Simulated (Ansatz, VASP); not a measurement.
# Al2O3 in VASP and in Ansatz

INCAR

```
  PREC = Accurate
  ENCUT = 520
  EDIFF = 1E-7
  ISMEAR = 0
  SIGMA = 0.05
  LREAL = False
  LASPH = True
  NELM = 60
  ALGO = Normal
  ISIF = 2
  LWAVE = False
  LCHARG = True
  GGA = PE
  LELF = True
  LVHAR = True
  NBANDS = 35
```

The input KPOINTS:

```
regular mesh
0
Gamma
  6 6 6
```

POSCAR

```
Al2O3
1.0
    2.4040892951      1.3880016017      4.3737619113
   -2.4040892951      1.3880016017      4.3737619113
    0.0000000000     -2.7760032034      4.3737619113
Al O
4 6
Direct
    0.8445081524      0.8445081524      0.8445081524
    0.6554918476      0.6554918476      0.6554918476
    0.1554918476      0.1554918476      0.1554918476
    0.3445081524      0.3445081524      0.3445081524
    0.0561574040      0.4438425960      0.7500000000
    0.7500000000      0.0561574040      0.4438425960
    0.4438425960      0.7500000000      0.0561574040
    0.9438425960      0.5561574040      0.2500000000
    0.2500000000      0.9438425960      0.5561574040
    0.5561574040      0.2500000000      0.9438425960
```

Input for Ansatz:

```yaml
crystal:
  lattice:
    - [2.4040892951, 1.3880016017, 4.3737619113]
    - [-2.4040892951, 1.3880016017, 4.3737619113]
    - [0.0, -2.7760032034, 4.3737619113]
  atoms:
    - { symbol: Al, position: [0.8445081524, 0.8445081524, 0.8445081524] }
    - { symbol: Al, position: [0.6554918476, 0.6554918476, 0.6554918476] }
    - { symbol: Al, position: [0.1554918476, 0.1554918476, 0.1554918476] }
    - { symbol: Al, position: [0.3445081524, 0.3445081524, 0.3445081524] }
    - { symbol: O, position: [0.056157404, 0.443842596, 0.75] }
    - { symbol: O, position: [0.75, 0.056157404, 0.443842596] }
    - { symbol: O, position: [0.443842596, 0.75, 0.056157404] }
    - { symbol: O, position: [0.943842596, 0.556157404, 0.25] }
    - { symbol: O, position: [0.25, 0.943842596, 0.556157404] }
    - { symbol: O, position: [0.556157404, 0.25, 0.943842596] }
basis:
  ecutwfc: 520.0
kpoints:
  mp_grid: { grid: [6, 6, 6] }
hamiltonian:
  xc: pbe
  pseudopotentials: { kind: paw, azcp: { folder: soft_1 } }
scf:
  occupations: { method: gaussian, width: 0.05 }
output:
  forces: true
  stress: true
  eigenvalues: true
```

Alike in both runs: task single point; functional PBE; k mesh 6 × 6 × 6; occupations gaussian, width 0.05 eV; no spin polarisation.

|  | VASP | Ansatz |
| --- | --- | --- |
| version | VASP 6.6.1 | Ansatz 0.2.0 |
| potentials or method | VASP PAW PBE potentials, release 64 (Al, O), cutoff 520 eV | scalar-relativistic, plane waves, PAW |
| valence electrons in the cell | 48 | 48 |

VASP gave:

```
gap on the k mesh at the Fermi level (eV)                     : 6.00
least direct gap on the mesh (eV)                             : 6.00
pressure (GPa)                                                : 1.3
traceless stress, the component that is largest in VASP (GPa) : 5.64
rms of the force components (eV/Å)                            : 0.696
```

**Question.** What did Ansatz give for the same quantities?

**Answer.** gap on the k mesh at the Fermi level (eV): 6.01; least direct gap on the mesh (eV): 6.01; pressure (GPa): 1.4; traceless stress, the component that is largest in VASP (GPa): 5.62; rms of the force components (eV/Å): 0.687.

Atom by atom the forces differ by 0.009 eV/Å (rms over components).
